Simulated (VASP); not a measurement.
Crystal: Na.

```
Na
1.0
     6.70677    0.00000    0.00000
     0.00000    6.70677    0.00000
     0.00000    0.00000    6.70677
Na
8
Direct
  0.00000 0.00000 0.00000
  0.50000 0.50000 0.50000
  0.25000 0.00000 0.50000
  0.75000 0.00000 0.50000
  0.50000 0.25000 0.00000
  0.50000 0.75000 0.00000
  0.00000 0.50000 0.25000
  0.00000 0.50000 0.75000
```

```yaml
Program: VASP 6.6.1
Task: relaxation of cell and atoms
Functional: RPBE
Potentials_or_basis: VASP PAW PBE potentials, release 64 (Na_pv)
Cutoff: 600 eV
k_mesh: 4 × 4 × 4
Occupations: fermi-dirac, width 0.1 eV
Spin: no spin polarisation
```

At the start: pressure 0.4 GPa; volume 37.71 Å³/atom.

Task: How do energy, volume and symmetry change on relaxing?

Result: Over 3 steps the energy falls by 2.7 meV/atom and the volume is 39.86 Å³/atom (+5.7 %); space group Pm-3n (No. 223, to 0.1 Å) before and after.

The path:
```csv
step,energy change (eV),largest force (eV/Å),pressure (GPa),volume (Å³)
1,0.0000,0.0000,0.41,301.68
2,-0.0094,0.0000,0.30,305.92
3,-0.0212,0.0000,0.01,318.89
```

Final structure:
```xyz
8
Lattice="6.8320 0.0000 0.0000 0.0000 6.8320 0.0000 0.0000 0.0000 6.8320" Properties=species:S:1:pos:R:3 pbc="T T T"
Na    0.0000    0.0000    0.0000
Na    3.4160    3.4160    3.4160
Na    1.7080    0.0000    3.4160
Na    5.1240    0.0000    3.4160
Na    3.4160    1.7080    0.0000
Na    3.4160    5.1240    0.0000
Na    0.0000    3.4160    1.7080
Na    0.0000    3.4160    5.1240
```

Caveat: the PAW data sets were made with another functional, which shifts forces and pressure a little.
